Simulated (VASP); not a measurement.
Runs of VASP 6.6.1 on LiS3. The structure is that of space group Pm-3m (No. 221), or close to it. The cells are those of the table. The cell was built from a structure type or drawn by symmetry, and may not be a known phase.

| task | cell | k mesh | cutoff (eV) | gap on the mesh (eV) | pressure (GPa) | relaxed volume (Å³/atom) |
| --- | --- | --- | --- | --- | --- | --- |
| single point | a = 4.004 Å, 4 atoms | 4 × 4 × 4 | 520 | none | - | - |
| single point | a = 4.011 Å, 4 atoms | 12 × 12 × 12 | 520 | none | - | - |
| single point | a = 4.138 Å, 4 atoms | 4 × 4 × 4 | 520 | none | - | - |
| relaxation of cell and atoms | relaxed from a = 4.138 Å, 4 atoms | 4 × 4 × 4 | 600 | none | -0.1 | (a) |
| relaxation of cell and atoms | relaxed from a = 4.004 Å, 4 atoms | 12 × 12 × 12 | 600 | none | 0.0 | 16.10 |

Alike in all rows: level PBE; potentials or basis VASP PAW PBE potentials, release 64 (Li_sv, S); no spin polarisation; smearing gaussian 0.1 eV.

Task: Fill in the values left out.

Result: (a) 16.03.

Caveats: some runs use coarse meshes; the cutoff is under 1.25 times the usual one of these potentials, so pressure, stress and relaxed cells hold a basis-set (Pulay) error.

A gap of «none» marks levels without a gap at the run's occupations.
